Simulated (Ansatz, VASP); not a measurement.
# C: VASP beside Ansatz

Contents of INCAR:

```
ALGO     = Normal         # electronic algorithm
EDIFF    = 1E-7           # SCF threshold, eV
ENCUT    = 520            # plane-wave cutoff, eV
GGA      = PE             # functional
ISIF     = 2              # what is computed and relaxed
ISMEAR   = 0              # smearing method
IVDW     = 12             # dispersion correction
LASPH    = T              # aspherical terms in the spheres
LCHARG   = T              # write CHGCAR
LELF     = T              # ELF
LREAL    = F              # projectors in reciprocal space
LVHAR    = T            
LWAVE    = F              # write WAVECAR
NBANDS   = 11             # bands
NELM     = 60             # most SCF steps
PREC     = Accurate       # precision mode
SIGMA    = 0.05           # smearing width, eV
```

File KPOINTS:

```
k-points
0
Gamma
  15 15 15
```

POSCAR

```
C
1.0
    1.2324984681      0.7115833223      3.3613878357
   -1.2324984681      0.7115833223      3.3613878357
    0.0000000000     -1.4231666447      3.3613878357
C
2
Direct
    0.1748192331      0.1748192331      0.1642793571
    0.8251807669      0.8251807669      0.8357206429
```

Input for Ansatz:

```yaml
crystal:
  lattice:
    - [1.2324984681, 0.7115833223, 3.3613878357]
    - [-1.2324984681, 0.7115833223, 3.3613878357]
    - [0.0, -1.4231666447, 3.3613878357]
  atoms:
    - { symbol: C, position: [0.1748192331, 0.1748192331, 0.1642793571] }
    - { symbol: C, position: [0.8251807669, 0.8251807669, 0.8357206429] }
basis:
  ecutwfc: 520.0
kpoints:
  mp_grid: { grid: [15, 15, 15] }
hamiltonian:
  xc: pbe
  dispersion: d3bj
scf:
  occupations: { method: gaussian, width: 0.05 }
output:
  forces: true
  stress: true
  eigenvalues: true
```

Change from the starting cell: mode 4 frozen in at +0.048 Å and mode 6 at +0.015 Å (largest displacements).

Alike in both runs: task single point; functional PBE; dispersion D3(BJ); k mesh 15 × 15 × 15; occupations gaussian, width 0.05 eV; no spin polarisation.

|  | VASP | Ansatz |
| --- | --- | --- |
| version | VASP 6.6.1 | Ansatz 0.2.0 |
| potentials or method | VASP PAW PBE potentials, release 64 (C), cutoff 520 eV | scalar-relativistic, plane waves, PAW |
| valence electrons in the cell | 8 | 8 |

```csv
,VASP,Ansatz,Ansatz less VASP
gap on the k mesh at the Fermi level (eV),0.20,0.20,-0.001
least direct gap on the mesh (eV),0.20,0.20,-0.001
pressure (GPa),0.3,-0.1,-0.44
"traceless stress, the component that is largest in VASP (GPa)",3.65,3.33,-0.318
rms of the force components (eV/Å),1.261,1.261,+0.0008
```

Atom by atom the forces differ by 0.004 eV/Å (rms over components).
